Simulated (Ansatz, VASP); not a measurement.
Two plane-wave programs on TiO

File POSCAR:

```
TiO
1.0
    2.8516080131      0.0000000000      0.0000000000
   -1.4258040066      2.4695649810      0.0000000000
    0.0000000000      0.0000000000      5.5675030000
Ti O
2 2
Direct
    0.3333333333      0.6666666667      0.2500000000
    0.6666666667      0.3333333333      0.7500000000
    0.0000000000      0.0000000000      0.0000000000
    0.0000000000      0.0000000000      0.5000000000
```

The input INCAR.step1:

```
PREC = Accurate
ENCUT = 520
ISMEAR = 0
SIGMA = 0.02
LREAL = False
LASPH = True
NELM = 60
NBANDS = 26
GGA = PE
ALGO = Normal
EDIFF = 1E-4
LWAVE = True
LCHARG = False
```

INCAR.step2

```
PREC = Accurate
ENCUT = 520
EDIFF = 1E-7
ISMEAR = 0
SIGMA = 0.02
LREAL = False
LASPH = True
NELM = 60
ALGO = Normal
ISIF = 2
LWAVE = False
LCHARG = True
METAGGA = R2SCAN
LMIXTAU = True
LELF = True
LVHAR = True
NBANDS = 26
ISTART = 1
```

File KPOINTS:

```
Automatic mesh
0
Gamma
  18 18 8
```

Input for Ansatz:

```yaml
crystal:
  lattice:
    - [2.8516080131, 0.0, 0.0]
    - [-1.4258040066, 2.469564981, 0.0]
    - [0.0, 0.0, 5.567503]
  atoms:
    - { symbol: Ti, position: [0.3333333333, 0.6666666667, 0.25] }
    - { symbol: Ti, position: [0.6666666667, 0.3333333333, 0.75] }
    - { symbol: O, position: [0.0, 0.0, 0.0] }
    - { symbol: O, position: [0.0, 0.0, 0.5] }
basis:
  ecutwfc: 500
kpoints:
  mp_grid: { grid: [18, 18, 8] }
hamiltonian:
  xc: r2scan
scf:
  occupations: { method: gaussian, width: 0.02 }
output:
  forces: true
  stress: true
  eigenvalues: true
```

Alike in both runs: task single point; functional r2SCAN; k mesh 18 × 18 × 8; occupations gaussian, width 0.02 eV; no spin polarisation.

|  | VASP | Ansatz |
| --- | --- | --- |
| version | VASP 6.6.1 | Ansatz 0.2.0 |
| potentials or method | VASP PAW PBE potentials, release 64 (Ti_sv, O), cutoff 520 eV | scalar-relativistic, plane waves, PAW |
| valence electrons in the cell | 36 | 36 |

Ansatz gave:

| Quantity | Value |
| --- | --- |
| gap on the k mesh at the Fermi level (eV) | none |
| pressure (GPa) | -5.3 |
| traceless stress, the component that is largest in VASP (GPa) | 0.95 |

Estimate VASP's values.

gap on the k mesh at the Fermi level (eV): none; pressure (GPa): -3.6; traceless stress, the component that is largest in VASP (GPa): 1.22.

VASP's potentials were made for PBE, not for r2SCAN. A gap of «none» marks a metal or a gap that the smearing closes. The functional is the same, so the differences come from potentials, cutoffs and numerics.
